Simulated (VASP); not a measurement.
# Rb2ZrBr6 (P4/mmm) in VASP: single point with PBE

Aim: the single point of Rb2ZrBr6 with PBE.

All numbers are computed with VASP 6.6.1; they aren't measurements. Logs are shortened: lines on timing, memory, paths and dates and some standing lists are left out, and cuts for length are marked.

## 1. The cell of the first run

It takes space group P4/mmm (No. 123, tetragonal). The conventional cell has a = 5.480 Å, b = 5.480 Å, c = 10.961 Å, α = 90.00°, β = 90.00°, γ = 90.00°. Rb (site symmetry 4mm) has 12 Br at 3.88 Å and 4 Zr at 4.75 Å within 5.1 Å. Zr (site symmetry 4/mmm) has 6 Br at 2.68 to 2.74 Å within 3.5 Å. Br (site symmetry mmm) has 2 Zr at 2.74 Å within 3.6 Å. Within 3.5 Å of Br (site symmetry 4mm) lie 1 Zr at 2.68 Å. Br (site symmetry mmm) has 8 Br at 3.88 to 3.92 Å and 4 Rb at 3.88 Å within 5.1 Å.

## 2. Single point, PBE

File INCAR:

```
SYSTEM = Rb2ZrBr6
PREC = Accurate
ENCUT = 520
EDIFF = 1E-6
ISMEAR = 0
SIGMA = 0.1
LREAL = .FALSE.
LASPH = .TRUE.
NELM = 60
ALGO = Normal
ISIF = 2
LWAVE = .FALSE.
LCHARG = .FALSE.
GGA = PE
NBANDS = 46
```

File KPOINTS:

```
Automatic mesh
0
G
  4 4 2
  0 0 0
```

File POSCAR:

```
Rb2ZrBr6
1.0
    5.4804193800      0.0000000000      0.0000000000
    0.0000000000      5.4804193800      0.0000000000
    0.0000000000      0.0000000000     10.9608387700
Rb Zr Br
2 1 6
Direct
    0.5000000000      0.5000000000      0.2500000000
    0.5000000000      0.5000000000      0.7500000000
    0.0000000000      0.0000000000      0.0000000000
    0.5000000000      0.0000000000      0.0000000000
    0.0000000000      0.5000000000      0.0000000000
    0.0000000000      0.0000000000      0.2444658900
    0.5000000000      0.0000000000      0.5000000000
    0.0000000000      0.5000000000      0.5000000000
    0.0000000000      0.0000000000      0.7555341100
```

Potentials or basis: VASP PAW PBE potentials, release 64 (Rb_sv, Zr_sv, Br).

Started as:

```sh
$ cat potpaw_PBE.64/Rb_sv/POTCAR potpaw_PBE.64/Zr_sv/POTCAR potpaw_PBE.64/Br/POTCAR > POTCAR
$ mpirun -np 1 vasp_std > vasp.out
```

OUTCAR:

```text
SYSTEM = Rb2ZrBr6
   PREC = Accurate
   ENCUT = 520
   EDIFF = 1E-6
   ISMEAR = 0
   LREAL = .FALSE.
   LASPH = .TRUE.
   NELM = 60
   ISIF = 2
   GGA = PE

 ion  position               nearest neighbor table
   1  0.500  0.500  0.250-   4 3.88   5 3.88   7 3.88   8 3.88   4 3.88   7 3.88   5 3.88   8 3.88
                             6 3.88   6 3.88   6 3.88   6 3.88   3 4.75   3 4.75   3 4.75   3 4.75
   2  0.500  0.500  0.750-   4 3.88   5 3.88   7 3.88   8 3.88   4 3.88   7 3.88   5 3.88   8 3.88
                             9 3.88   9 3.88   9 3.88   9 3.88   3 4.75   3 4.75   3 4.75   3 4.75
   3  0.000  0.000  0.000-   6 2.68   9 2.68   4 2.74   5 2.74   5 2.74   4 2.74   1 4.75   2 4.75
                             1 4.75   1 4.75   2 4.75   2 4.75   1 4.75   2 4.75
   4  0.500  0.000  0.000-   3 2.74   3 2.74   1 3.88   1 3.88   2 3.88   2 3.88
   5  0.000  0.500  0.000-   3 2.74   3 2.74   1 3.88   2 3.88   1 3.88   2 3.88
   6  0.000  0.000  0.244-   3 2.68   1 3.88   1 3.88   1 3.88   1 3.88
   7  0.500  0.000  0.500-   1 3.88   2 3.88   1 3.88   2 3.88
   8  0.000  0.500  0.500-   1 3.88   2 3.88   1 3.88   2 3.88
   9  0.000  0.000  0.756-   3 2.68   2 3.88   2 3.88   2 3.88   2 3.88

  LATTYP: Found a simple tetragonal cell.
 ALAT       =     5.4804193800
 C/A-ratio  =     2.0000000018

  Lattice vectors:

 A1 = (   5.4804193800,   0.0000000000,   0.0000000000)
 A2 = (   0.0000000000,   5.4804193800,   0.0000000000)
 A3 = (   0.0000000000,   0.0000000000,  10.9608387700)

Analysis of symmetry for initial positions (statically):
=====================================================================
 Subroutine PRICEL returns:
 Original cell was already a primitive cell.

 Routine SETGRP: Setting up the symmetry group for a
 simple tetragonal supercell.

 Subroutine GETGRP returns: Found 16 space group operations
 (whereof 16 operations were pure point group operations)
 out of a pool of 16 trial point group operations.

The static configuration has the point symmetry D_4h.

Analysis of symmetry for dynamics (positions and initial velocities):
=====================================================================
 Subroutine PRICEL returns:
 Original cell was already a primitive cell.

 Routine SETGRP: Setting up the symmetry group for a
 simple tetragonal supercell.

 Subroutine GETGRP returns: Found 16 space group operations
 (whereof 16 operations were pure point group operations)
 out of a pool of 16 trial point group operations.

The dynamic configuration has the point symmetry D_4h.

 Subroutine INISYM returns: Found 16 space group operations
 (whereof 16 operations are pure point group operations),
 and found     1 'primitive' translations

----------------------------------------------------------------------------------------

                                     Primitive cell

  volume of cell :     329.2088

  direct lattice vectors                    reciprocal lattice vectors
     5.480419380  0.000000000  0.000000000     0.182467788  0.000000000  0.000000000
     0.000000000  5.480419380  0.000000000     0.000000000  0.182467788  0.000000000
     0.000000000  0.000000000 10.960838770     0.000000000  0.000000000  0.091233894

  length of vectors
     5.480419380  5.480419380 10.960838770     0.182467788  0.182467788  0.091233894

  position of ions in fractional coordinates (direct lattice)
     0.500000000  0.500000000  0.250000000
     0.500000000  0.500000000  0.750000000
     0.000000000  0.000000000  0.000000000
     0.500000000  0.000000000  0.000000000
     0.000000000  0.500000000  0.000000000
     0.000000000  0.000000000  0.244465890
     0.500000000  0.000000000  0.500000000
     0.000000000  0.500000000  0.500000000
     0.000000000  0.000000000  0.755534110

  ion indices of the primitive-cell ions
   primitive index   ion index
                 1           1
                 2           2
                 3           3
                 4           4
                 5           5
                 6           6
                 7           7
                 8           8
                 9           9

----------------------------------------------------------------------------------------

 KPOINTS: Automatic mesh

Automatic generation of k-mesh.
 Grid dimensions read from file:
 generate k-points for:    4    4    2

 Generating k-lattice:

  Cartesian coordinates                     Fractional coordinates (reciprocal lattice)
     0.045616947  0.000000000  0.000000000     0.250000000  0.000000000  0.000000000
     0.000000000  0.045616947  0.000000000     0.000000000  0.250000000  0.000000000
     0.000000000  0.000000000  0.045616947     0.000000000  0.000000000  0.500000000

  Length of vectors
     0.045616947  0.045616947  0.045616947

  Shift w.r.t. Gamma in fractional coordinates (k-lattice)
     0.000000000  0.000000000  0.000000000

 Subroutine IBZKPT returns following result:
 ===========================================

 Found     12 irreducible k-points:

 Following reciprocal coordinates:
            Coordinates               Weight
  0.000000  0.000000  0.000000      1.000000
  0.250000  0.000000  0.000000      4.000000
  0.500000  0.000000  0.000000      2.000000
  0.250000  0.250000  0.000000      4.000000
  0.500000  0.250000  0.000000      4.000000
  0.500000  0.500000  0.000000      1.000000
  0.000000  0.000000  0.500000      1.000000
  0.250000  0.000000  0.500000      4.000000
  0.500000  0.000000  0.500000      2.000000
  0.250000  0.250000  0.500000      4.000000
  0.500000  0.250000  0.500000      4.000000
  0.500000  0.500000  0.500000      1.000000
   k-points           NKPTS =     12   k-points in BZ     NKDIM =     12   number of bands    NBANDS=     46
   number of dos      NEDOS =    301   number of ions     NIONS =      9
   total plane-waves  NPLWV = 148176
   dimension x,y,z NGX =    42 NGY =   42 NGZ =   84
   dimension x,y,z NGXF=    84 NGYF=   84 NGZF=  168
   ions per type =               2   1   6
   NGX,Y,Z   is equivalent  to a cutoff of  12.74, 12.74, 12.74 a.u.
   NGXF,Y,Z  is equivalent  to a cutoff of  25.48, 25.48, 25.48 a.u.
 SYSTEM =  Rb2ZrBr6
   PREC   = accura    normal or accurate (medium, high low for compatibility)
   ISTART =      0    job   : 0-new  1-cont  2-samecut
   ICHARG =      2    charge: 1-file 2-atom 10-const
   ISPIN  =      1    spin polarized calculation?
   LNONCOLLINEAR =      F non collinear calculations
   LSORBIT =      F    spin-orbit coupling
   LASPH  =      T    aspherical Exc in radial PAW
   ENCUT  =  520.0 eV  38.22 Ry    6.18 a.u.  10.19 10.19 20.38*2*pi/ulx,y,z
   NELM   =     60;   NELMIN=  2; NELMDL= -5     # of ELM steps
   EDIFF  = 0.1E-05   stopping-criterion for ELM
   LREAL  =      F    real-space projection
   EDIFFG = 0.1E-04   stopping-criterion for IOM
   NSW    =      0    number of steps for IOM
   IBRION =     -1    ionic relax: 0-MD 1-quasi-New 2-CG
   NFREE  =      0    steps in history (QN), initial steepest desc. (CG)
   ISIF   =      2    stress and relaxation
   ISYM   =      2    0-nonsym 1-usesym 2-fastsym
   POTIM  = 0.5000    time-step for ionic-motion
   TEBEG  =    0.0;   TEEND  =   0.0 temperature during run
   PSTRESS=    0.0 pullay stress
   NELECT =      72.0000    total number of electrons
   NUPDOWN=      -1.0000    fix difference up-down
   EMIN   =  10.00;   EMAX   =-10.00  energy-range for DOS
   EFERMI =   0.00;   METHOD = LEGACY
   ISMEAR =     0;   SIGMA  =   0.10  broadening in eV -4-tet -1-fermi 0-gaus
   EFERMI_NEDOS =   21; number of points for ismear=-14 and -15
   IALGO  =     38    algorithm
   IMIX   =      4    mixing-type and parameters
     AMIX     =   0.40;   BMIX     =  1.00
     AMIX_MAG =   1.60;   BMIX_MAG =  1.00
  volume/ion in A,a.u.               =      36.58       246.85
  Fermi-wavevector in a.u.,A,eV,Ry     =   0.986344  1.863920 13.236769  0.972875
  Thomas-Fermi vector in A             =   2.117718
   LORBIT       =      0    0 simple, 1 ext, 2 COOP (PROOUT), +10 PAW based schemes
   GGA     = PE    functional components
   LHFCALC =     F    Hartree Fock is set to
   AEXX    =    0.0000 exact exchange contribution
   IVDW    =     0    specifies the selected vdW correction
   LEPSILON=     F    determine dielectric tensor
   LRPA    =     F    only Hartree local field effects (RPA)
 non-spin polarized calculation
 Gauss-broadening in eV      SIGMA  =   0.10
  energy-cutoff  :      520.00
  volume of cell :      329.21
 maximum number of plane-waves:      8904
 NGX is ok and might be reduce to    42
   NGX = 21   NGY = 21   NGZ = 41

 number of electron      72.0000009 magnetization

 Free energy of the ion-electron system (eV)
  ---------------------------------------------------
  ext. energy  EPLUGINS =         0.00000000
  ---------------------------------------------------
  free energy    TOTEN  =       -31.47013381 eV

  energy without entropy =      -31.44327459  energy(sigma->0) =      -31.45670420

 E-fermi :   1.0883     XC(G=0):  -7.7327

 val. band max:        1.0453596627   @ k =   0.0000   0.0000   0.0000
 cond. band min:       1.1134112424   @ k =   0.2500   0.2500   0.5000
 fundamental gap:      0.0680515797
 Fermi energy:         1.0883481714

 k-point     1 :       0.0000    0.0000    0.0000
  band No.  band energies     occupation
      1     -49.8631      2.00000
      2     -27.8787      2.00000
      3     -27.8787      2.00000
      4     -27.8375      2.00000
      5     -25.6862      2.00000
      6     -25.6856      2.00000
[... 38 lines left out ...]
     45       5.5740      0.00000
     46       5.7721      0.00000

 k-point     2 :       0.2500    0.0000    0.0000
  band No.  band energies     occupation
      1     -49.8631      2.00000
      2     -27.8837      2.00000
      3     -27.8786      2.00000
      4     -27.8374      2.00000
      5     -25.6859      2.00000
      6     -25.6854      2.00000
[... 482 lines left out ...]
 k-point    12 :       0.5000    0.5000    0.5000
  band No.  band energies     occupation
      1     -49.8631      2.00000
      2     -27.8885      2.00000
      3     -27.8885      2.00000
      4     -27.8371      2.00000
      5     -25.6850      2.00000
      6     -25.6849      2.00000
[... 38 lines left out ...]
     45       5.6846      0.00000
     46       6.0146      0.00000

------------------------ aborting loop because EDIFF is reached ----------------------------------------

  FORCE on cell =-STRESS in cart. coord.  units (eV):
  Direction    XX          YY          ZZ          XY          YZ          ZX
  --------------------------------------------------------------------------------------
  -------------------------------------------------------------------------------------
  Total       -0.7614293     -0.7614293     -7.0693122      0.0000000      0.0000000      0.0000000
  in kB       -3.7056872     -3.7056872    -34.4045886      0.0000000      0.0000000      0.0000000
  external PRESSURE =     -13.9386544 kB  Pullay stress =       0.0000000 kB

 VOLUME and BASIS-vectors are now :
 -----------------------------------------------------------------------------
  energy-cutoff  :      520.00
  volume of cell :      329.21
      direct lattice vectors                 reciprocal lattice vectors
     5.480419380  0.000000000  0.000000000     0.182467788  0.000000000  0.000000000
     0.000000000  5.480419380  0.000000000     0.000000000  0.182467788  0.000000000
     0.000000000  0.000000000 10.960838770     0.000000000  0.000000000  0.091233894

 POSITION                                       TOTAL-FORCE (eV/Angst)
 -----------------------------------------------------------------------------------
      2.74021      2.74021      2.74021         0.000000     -0.000000      0.819247
      2.74021      2.74021      8.22063        -0.000000      0.000000     -0.819247
      0.00000      0.00000      0.00000         0.000000      0.000000      0.000000
      2.74021      0.00000      0.00000         0.000000      0.000000      0.000000
      0.00000      2.74021      0.00000         0.000000      0.000000      0.000000
      0.00000      0.00000      2.67955         0.000000     -0.000000     -1.088263
      2.74021      0.00000      5.48042         0.000000      0.000000      0.000000
      0.00000      2.74021      5.48042         0.000000      0.000000      0.000000
      0.00000      0.00000      8.28129        -0.000000      0.000000      1.088263
 -----------------------------------------------------------------------------------
    total drift:                                0.000000      0.000000     -0.000000

  FREE ENERGIE OF THE ION-ELECTRON SYSTEM (eV)
  ---------------------------------------------------
  free  energy   TOTEN  =       -31.4701338085 eV

  energy  without entropy=      -31.4432745912  energy(sigma->0) =      -31.45670420
```

It took 4.8 min on 1 thread of AMD EPYC 7R43 (Zen 3), shared host; peak memory 0.43 GiB.

What came out:

```yaml
Free_energy: -31.4701 eV
Pressure: -1.4 GPa
Largest_force: 1.088 eV/Å
Band_gap_on_the_k_mesh: zero (bands 36 and 37 overlap by 0.39 eV)
```

Forces on the atoms (eV/Å):
```
Rb   0.000  0.000  0.819
Rb   0.000  0.000 -0.819
Zr   0.000  0.000  0.000
Br   0.000  0.000  0.000
Br   0.000  0.000  0.000
Br   0.000  0.000 -1.088
Br   0.000  0.000  0.000
Br   0.000  0.000  0.000
Br   0.000  0.000  1.088
```

Stress tensor (GPa, compression positive):
```
-0.37  0.00  0.00
 0.00 -0.37  0.00
 0.00  0.00 -3.44
```

Caveat: forces of over 1 eV/Å act on the atoms, so gaps and moduli don't describe the material at rest.

The gap in the log of VASP goes by the Fermi energy; the results here count the filled bands.